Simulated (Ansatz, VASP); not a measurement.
**Two plane-wave programs on CuI**

POSCAR

```
CuI
1.0
    0.0000000000      3.0398547062      3.0398547062
    3.0398547062      0.0000000000      3.0398547062
    3.0398547062      3.0398547062      0.0000000000
Cu I
1 1
Direct
    0.7500000000      0.7500000000      0.7500000000
    0.0000000000      0.0000000000      0.0000000000
```

INCAR.step1

```
SYSTEM = CuI
PREC = Accurate
ENCUT = 520
ISMEAR = 0
SIGMA = 0.05
LREAL = .False.
LASPH = .True.
NELM = 60
NBANDS = 16
GGA = PE
ALGO = Normal
EDIFF = 1E-4
LWAVE = .True.
LCHARG = .False.
```

File INCAR.step2:

```
SYSTEM = CuI
PREC = Accurate
ENCUT = 520
EDIFF = 1E-6
ISMEAR = 0
SIGMA = 0.05
LREAL = .False.
LASPH = .True.
NELM = 60
ALGO = Normal
ISIF = 2
LWAVE = .False.
LCHARG = .False.
METAGGA = R2SCAN
LMIXTAU = .True.
NBANDS = 16
ISTART = 1
```

The input KPOINTS:

```
regular mesh
0
Gamma
  6 6 6
  0 0 0
```

Input for Ansatz:

```yaml
crystal:
  lattice:
    - [0.0, 3.0398547062, 3.0398547062]
    - [3.0398547062, 0.0, 3.0398547062]
    - [3.0398547062, 3.0398547062, 0.0]
  atoms:
    - { symbol: Cu, position: [0.75, 0.75, 0.75] }
    - { symbol: I, position: [0.0, 0.0, 0.0] }
basis:
  ecutwfc: 500
  ecutrho_ratio: 4
kpoints:
  mp_grid: { grid: [6, 6, 6] }
hamiltonian:
  xc: r2scan
scf:
  occupations: { method: gaussian, width: 0.05 }
output:
  forces: true
  stress: true
  eigenvalues: true
```

Alike in both runs: task single point; functional r2SCAN; k mesh 6 × 6 × 6; occupations gaussian, width 0.05 eV; no spin polarisation.

```csv
,VASP,Ansatz
version,VASP 6.6.1,Ansatz 0.2.0
potentials or method,"VASP PAW PBE potentials, release 64 (Cu, I), cutoff 520 eV","scalar-relativistic, plane waves, PAW"
valence electrons in the cell,18,36
```

VASP gave:

```
gap on the k mesh at the Fermi level (eV) : 1.59
least direct gap on the mesh (eV)         : 1.59
pressure (GPa)                            : -1.2
```

Q: Which values does Ansatz return?

A: gap on the k mesh at the Fermi level (eV): 1.59; least direct gap on the mesh (eV): 1.59; pressure (GPa): -1.1.

VASP's potentials were made for PBE, not for r2SCAN. The functional is the same, so the differences come from potentials, cutoffs and numerics. VASP's potentials hold 18 valence electrons a cell and Ansatz's 36, so a difference there can come from the potentials and not from the codes.

Spin-orbit coupling is off throughout.
